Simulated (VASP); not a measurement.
# ZnS (I-4m2) in VASP: further runs, part 2 of 2

VASP 6.6.1. The steps go on from the part before.

## Step 7: Single point, r2SCAN (strain +0.030 along x and y, +0.015 along z)

POSCAR

```
ZnS
1.0
    0.0000000000      2.7753485911      2.7349308931
    2.7753485911      0.0000000000      2.7349308931
    2.7753485911      2.7753485911      0.0000000000
Zn S
1 1
Direct
    0.0000000000      0.0000000000      0.0000000000
    0.7500000000      0.7500000000      0.7500000000
```

INCAR.step1

```
SYSTEM = ZnS
ALGO     = Normal         ! electronic algorithm
EDIFF    = 1E-4           ! SCF threshold, eV
ENCUT    = 520            ! plane-wave cutoff, eV
GGA      = PE             ! functional
ISMEAR   = 0              ! smearing method
LASPH    = .TRUE.         ! aspherical terms in the spheres
LCHARG   = .FALSE.        ! write CHGCAR
LREAL    = .FALSE.        ! projectors in reciprocal space
LWAVE    = .TRUE.         ! write WAVECAR
NBANDS   = 16             ! bands
NELM     = 60             ! most SCF steps
PREC     = Accurate       ! precision mode
SIGMA    = 0.05           ! smearing width, eV
```

INCAR.step2

```
SYSTEM = ZnS
ALGO     = Normal         ! electronic algorithm
EDIFF    = 1E-6           ! SCF threshold, eV
ENCUT    = 520            ! plane-wave cutoff, eV
ISIF     = 2              ! what is computed and relaxed
ISMEAR   = 0              ! smearing method
ISTART   = 1            
LASPH    = .TRUE.         ! aspherical terms in the spheres
LCHARG   = .FALSE.        ! write CHGCAR
LMIXTAU  = .TRUE.       
LREAL    = .FALSE.        ! projectors in reciprocal space
LWAVE    = .FALSE.        ! write WAVECAR
METAGGA  = R2SCAN         ! meta-GGA
NBANDS   = 16             ! bands
NELM     = 60             ! most SCF steps
PREC     = Accurate       ! precision mode
SIGMA    = 0.05           ! smearing width, eV
```

KPOINTS

```
k-points
0
G
  8 8 8
  0 0 0
```

Potentials or basis: VASP PAW PBE potentials, release 64 (Zn, S).

On the command line:

```
> cat potpaw_PBE.64/Zn/POTCAR potpaw_PBE.64/S/POTCAR > POTCAR
> cp INCAR.step1 INCAR
> mpirun -np 1 vasp_std > vasp.out
> cp INCAR.step2 INCAR
> mpirun -np 1 vasp_std > vasp.out
```

OUTCAR:

```text
SYSTEM = ZnS
   EDIFF = 1E-6
   ENCUT = 520
   ISIF = 2
   ISMEAR = 0
   ISTART = 1
   LASPH = .TRUE.
   LREAL = .FALSE.
   METAGGA = R2SCAN
   NELM = 60
   PREC = Accurate

 ion  position               nearest neighbor table
   1  0.000  0.000  0.000-   2 2.39   2 2.39   2 2.39   2 2.39
   2  0.750  0.750  0.750-   1 2.39   1 2.39   1 2.39   1 2.39

  LATTYP: Found a body centered tetragonal cell.
 ALAT       =     3.9249356178
 C/A-ratio  =     1.3936182192

  Lattice vectors:

 A1 = (   0.0000000000,  -2.7753485911,  -2.7349308931)
 A2 = (   0.0000000000,   2.7753485911,  -2.7349308931)
 A3 = (   2.7753485911,   0.0000000000,   2.7349308931)

Analysis of symmetry for initial positions (statically):
=====================================================================
 Subroutine PRICEL returns:
 Original cell was already a primitive cell.

 Routine SETGRP: Setting up the symmetry group for a
 body centered tetragonal supercell.

 Subroutine GETGRP returns: Found  8 space group operations
 (whereof  8 operations were pure point group operations)
 out of a pool of 16 trial point group operations.

The static configuration has the point symmetry D_2d.

Analysis of symmetry for dynamics (positions and initial velocities):
=====================================================================
 Subroutine PRICEL returns:
 Original cell was already a primitive cell.

 Routine SETGRP: Setting up the symmetry group for a
 body centered tetragonal supercell.

 Subroutine GETGRP returns: Found  8 space group operations
 (whereof  8 operations were pure point group operations)
 out of a pool of 16 trial point group operations.

The dynamic configuration has the point symmetry D_2d.

 Subroutine INISYM returns: Found  8 space group operations
 (whereof  8 operations are pure point group operations),
[... 106 lines left out ...]
   PSTRESS=    0.0 pullay stress
   NELECT =      18.0000    total number of electrons
   NUPDOWN=      -1.0000    fix difference up-down
   EMIN   =  10.00;   EMAX   =-10.00  energy-range for DOS
   EFERMI =   0.00;   METHOD = LEGACY
   ISMEAR =     0;   SIGMA  =   0.05  broadening in eV -4-tet -1-fermi 0-gaus
   EFERMI_NEDOS =   21; number of points for ismear=-14 and -15
   IALGO  =     38    algorithm
   IMIX   =      4    mixing-type and parameters
     AMIX     =   0.40;   BMIX     =  1.00
     AMIX_MAG =   1.60;   BMIX_MAG =  1.00
  volume/ion in A,a.u.               =      21.07       142.16
  Fermi-wavevector in a.u.,A,eV,Ry     =   1.232997  2.330026 20.684671  1.520280
  Thomas-Fermi vector in A             =   2.367744
   LORBIT       =      0    0 simple, 1 ext, 2 COOP (PROOUT), +10 PAW based schemes
   METAGGA = R2SCAN    functional components
   LHFCALC =     F    Hartree Fock is set to
   AEXX    =    0.0000 exact exchange contribution
   IVDW    =     0    specifies the selected vdW correction
   LEPSILON=     F    determine dielectric tensor
   LRPA    =     F    only Hartree local field effects (RPA)
 non-spin polarized calculation
 Gauss-broadening in eV      SIGMA  =   0.05
  energy-cutoff  :      520.00
  volume of cell :       42.13
 maximum number of plane-waves:      1162
 NGX is ok and might be reduce to    30
   NGX = 15   NGY = 15   NGZ = 15

 number of electron      17.9999991 magnetization

 Free energy of the ion-electron system (eV)
  ---------------------------------------------------
  ext. energy  EPLUGINS =         0.00000000
  ---------------------------------------------------
  free energy    TOTEN  =       -18.81619234 eV

  energy without entropy =      -18.81619234  energy(sigma->0) =      -18.81619234

 E-fermi :   1.4742     XC(G=0):  -9.9560

 val. band max:        1.2703414269   @ k =   0.0000   0.0000   0.0000
 cond. band min:       3.6103494551   @ k =   0.0000   0.0000   0.0000
 fundamental gap:      2.3400080282
 Fermi energy:         1.4741987984

 k-point     1 :       0.0000    0.0000    0.0000
  band No.  band energies     occupation
      1     -11.9857      2.00000
      2      -5.0270      2.00000
      3      -5.0270      2.00000
      4      -5.0195      2.00000
      5      -4.5609      2.00000
      6      -4.5593      2.00000
[... 433 lines left out ...]
      3      -4.9010      2.00000
      4      -4.8122      2.00000
      5      -4.5593      2.00000
      6      -4.5331      2.00000
[... 8 lines left out ...]
     15      14.3859      0.00000
     16      14.6917      0.00000

 [... further k-points ...]
[... 5 lines left out ...]
  --------------------------------------------------------------------------------------
  -------------------------------------------------------------------------------------
  Total       -1.3505539     -1.3505539     -1.1908309      0.0000000     -0.0000000      0.0000000
  in kB      -51.3583504    -51.3583504    -45.2844666      0.0000000     -0.0000000      0.0000000
  external PRESSURE =     -49.3337224 kB  Pullay stress =       0.0000000 kB

 VOLUME and BASIS-vectors are now :
 -----------------------------------------------------------------------------
  energy-cutoff  :      520.00
  volume of cell :       42.13
      direct lattice vectors                 reciprocal lattice vectors
     0.000000000  2.775348591  2.734930893    -0.180157549  0.180157549  0.182819976
     2.775348591  0.000000000  2.734930893     0.180157549 -0.180157549  0.182819976
     2.775348591  2.775348591  0.000000000     0.180157549  0.180157549 -0.182819976

 POSITION                                       TOTAL-FORCE (eV/Angst)
 -----------------------------------------------------------------------------------
      0.00000      0.00000      0.00000         0.000000      0.000000     -0.000000
      4.16302      4.16302      4.10240        -0.000000     -0.000000      0.000000
 -----------------------------------------------------------------------------------
    total drift:                               -0.000004     -0.000004     -0.000042

  FREE ENERGIE OF THE ION-ELECTRON SYSTEM (eV)
  ---------------------------------------------------
  free  energy   TOTEN  =       -18.8161923370 eV

  energy  without entropy=      -18.8161923370  energy(sigma->0) =      -18.81619234
```

OUTCAR.step1:

```text
SYSTEM = ZnS
   EDIFF = 1E-4
   ENCUT = 520
   GGA = PE
   ISMEAR = 0
   LASPH = .TRUE.
   LREAL = .FALSE.
[... 678 lines left out ...]
      0.00000      0.00000      0.00000         0.000000     -0.000000     -0.000000
      4.16302      4.16302      4.10240        -0.000000      0.000000      0.000000
 -----------------------------------------------------------------------------------
    total drift:                               -0.000000     -0.000000      0.000000

  FREE ENERGIE OF THE ION-ELECTRON SYSTEM (eV)
  ---------------------------------------------------
  free  energy   TOTEN  =        -6.8372044476 eV

  energy  without entropy=       -6.8372044476  energy(sigma->0) =       -6.83720445
```

Wall time 70 s (1 thread of Intel Xeon 6975P-C (Granite Rapids), shared host); peak memory 0.19 GiB.

What came out:

- Free energy: -18.8162 eV
- Pressure: -4.9 GPa
- Band gap on the k mesh: 2.34 eV

Stress tensor (GPa, compression positive):
```
-5.14  0.00  0.00
 0.00 -5.14  0.00
 0.00  0.00 -4.53
```

Caveat: the cell differs from its parent crystal (strain +0.030 along x and y, +0.015 along z); the cell stands under tension; the PAW data sets were made with another functional, which shifts forces and pressure a little.

## Step 8: The runs side by side

| cell | gap on the mesh (eV) | pressure (GPa) |
| --- | --- | --- |
| a = 3.811, b = 3.811, c = 3.868 Å, angles 59.5, 59.5, 61.0°, 2 atoms | 2.58 | -1.1 |
| a = 3.868, b = 3.868, c = 3.811 Å, angles 60.5, 60.5, 59.0°, 2 atoms | 2.54 | -2.2 |
| a = 3.839, b = 3.839, c = 3.868 Å, angles 59.8, 59.8, 60.5°, 2 atoms | 2.54 | -2.2 |
| a = 3.868, b = 3.868, c = 3.925 Å, angles 59.5, 59.5, 61.0°, 2 atoms | 2.37 | -4.0 |
| a = 3.896, b = 3.896, c = 3.868 Å, angles 60.2, 60.2, 59.5°, 2 atoms | 2.42 | -4.1 |
| a = 3.896, b = 3.896, c = 3.925 Å, angles 59.8, 59.8, 60.5°, 2 atoms | 2.34 | -4.9 |

Alike in all rows: task single point; level r2SCAN; potentials or basis VASP PAW PBE potentials, release 64 (Zn, S); no spin polarisation; k mesh 8 × 8 × 8; cutoff (eV) 520; smearing gaussian 0.05 eV.

Caveats: the PAW data sets were made with another functional, which shifts forces and pressure a little; the cell stands under tension (at least some runs).

Absolute energies hang on the potentials; compare differences alone.
